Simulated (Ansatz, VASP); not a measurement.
**Two plane-wave programs on GaSb**

Contents of POSCAR:

```
GaSb
1.0
    0.0000000000      3.0658787979      3.0965375859
    3.0658787979      0.0000000000      3.0965375859
    3.0658787979      3.0658787979      0.0000000000
Ga Sb
1 1
Direct
    0.0000000000      0.0000000000      0.0000000000
    0.2500000000      0.2500000000      0.2500000000
```

Contents of INCAR.step1:

```
SYSTEM = GaSb
ALGO     = Normal         ! electronic algorithm
EDIFF    = 1E-4           ! SCF threshold, eV
ENCUT    = 520            ! plane-wave cutoff, eV
GGA      = PE             ! functional
ISMEAR   = -1             ! smearing method
LASPH    = .True.         ! aspherical terms in the spheres
LCHARG   = .False.        ! write CHGCAR
LREAL    = .False.        ! projectors in reciprocal space
LWAVE    = .True.         ! write WAVECAR
NBANDS   = 16             ! bands
NELM     = 80             ! most SCF steps
PREC     = Accurate       ! precision mode
SIGMA    = 0.02           ! smearing width, eV
```

File INCAR.step2:

```
SYSTEM = GaSb
ALGO     = Normal         ! electronic algorithm
EDIFF    = 1E-7           ! SCF threshold, eV
ENCUT    = 520            ! plane-wave cutoff, eV
ISIF     = 2              ! what is computed and relaxed
ISMEAR   = -1             ! smearing method
ISTART   = 1            
LASPH    = .True.         ! aspherical terms in the spheres
LCHARG   = .False.        ! write CHGCAR
LMIXTAU  = .True.       
LREAL    = .False.        ! projectors in reciprocal space
LWAVE    = .False.        ! write WAVECAR
METAGGA  = R2SCAN         ! meta-GGA
NBANDS   = 16             ! bands
NELM     = 80             ! most SCF steps
PREC     = Accurate       ! precision mode
SIGMA    = 0.02           ! smearing width, eV
```

KPOINTS

```
k-points
0
Gamma
  8 8 8
  0 0 0
```

Input for Ansatz:

```yaml
crystal:
  lattice:
    - [0.0, 3.0658787979, 3.0965375859]
    - [3.0658787979, 0.0, 3.0965375859]
    - [3.0658787979, 3.0658787979, 0.0]
  atoms:
    - { symbol: Ga, position: [0.0, 0.0, 0.0] }
    - { symbol: Sb, position: [0.25, 0.25, 0.25] }
kpoints:
  mp_grid: { grid: [8, 8, 8] }
  band_path:
    path:
      - [0.0, 0.0, 0.0]
      - [-0.5, -0.5, 0.0]
      - [-0.375, -0.375, 0.25]
      - [-0.375, 0.0, 0.375]
      - [0.0, 0.0, 0.5]
      - [-0.5, -0.25, 0.25]
      - [-0.004557, -0.004557, 0.0]
    npoints: 1
hamiltonian:
  xc: r2scan
scf:
  occupations: { method: fermi_dirac, width: 0.02 }
  n_extra_bands: 4
output:
  forces: true
  stress: true
  eigenvalues: true
```

Change from the starting cell: uniaxial_z strain +1.0%.

Alike in both runs: task single point; functional r2SCAN; k mesh 8 × 8 × 8; occupations fermi-dirac, width 0.02 eV; no spin polarisation.

|  | VASP | Ansatz |
| --- | --- | --- |
| version | VASP 6.6.1 | Ansatz 0.2.0 |
| potentials or method | VASP PAW PBE potentials, release 64 (Ga_d, Sb) | plane waves, PAW |
| plane-wave cutoff (eV) | 520 | 500 |
| valence electrons in the cell | 18 | 28 |

```tsv
	VASP	Ansatz	Ansatz less VASP
pressure (GPa)	-0.4	-0.5	-0.10
traceless stress, the component that is largest in VASP (GPa)	-0.33	-0.34	-0.006
```

VASP's potentials were made for PBE, not for r2SCAN. The functional is the same, so the differences come from potentials, cutoffs and numerics. VASP's potentials hold 18 valence electrons a cell and Ansatz's 28, so a difference there can come from the potentials and not from the codes.

Spin-orbit coupling is off throughout.
